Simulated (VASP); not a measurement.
Write the native input for VASP 6.6.1 that does the following.

- Task: single point
- Functional: LDA
- Potentials or basis: VASP PAW LDA potentials, release 64 (Ca_sv, Se)
- Cutoff: 520 eV
- k mesh: 9 × 9 × 9
- Occupations: fermi-dirac, width 0.03 eV
- Spin: no spin polarisation
- Dipole correction: no
- Further INCAR settings: ALGO = Normal; EDIFF = 1e-06; NBANDS = 15

The structure of CaSe lies in POSCAR:

```
CaSe
1.0
    0.0000000000      2.9300948315      2.9300948315
    2.9300948315      0.0000000000      2.9300948315
    2.9300948315      2.9300948315      0.0000000000
Ca Se
1 1
Direct
    0.0000000000      0.0000000000      0.0000000000
    0.5000000000      0.5000000000      0.5000000000
```

The input as run:

INCAR

```
  PREC = Accurate
  ENCUT = 520
  EDIFF = 1E-6
  ISMEAR = -1
  SIGMA = 0.03
  LREAL = False
  LASPH = True
  NELM = 100
  ALGO = Normal
  ISIF = 2
  LWAVE = False
  LCHARG = False
  NBANDS = 15
```

KPOINTS

```
regular mesh
0
Gamma
  9 9 9
```

Potentials or basis: VASP PAW LDA potentials, release 64 (Ca_sv, Se).

Run with:

```sh
$ cat potpaw_LDA.64/Ca_sv/POTCAR potpaw_LDA.64/Se/POTCAR > POTCAR
$ mpirun -np 1 vasp_std > vasp.out
```

Results of the run:

| Property | Result |
| --- | --- |
| Pressure | -1.6 GPa |
| Band gap on the k mesh | 1.83 eV (least direct gap 2.79 eV) |

Caveat: an odd mesh through Γ misses points on the zone boundary, where band edges can lie.

Run time: 29 s on 1 thread of Intel Xeon 8259CL (shared host), peak memory 0.17 GiB.
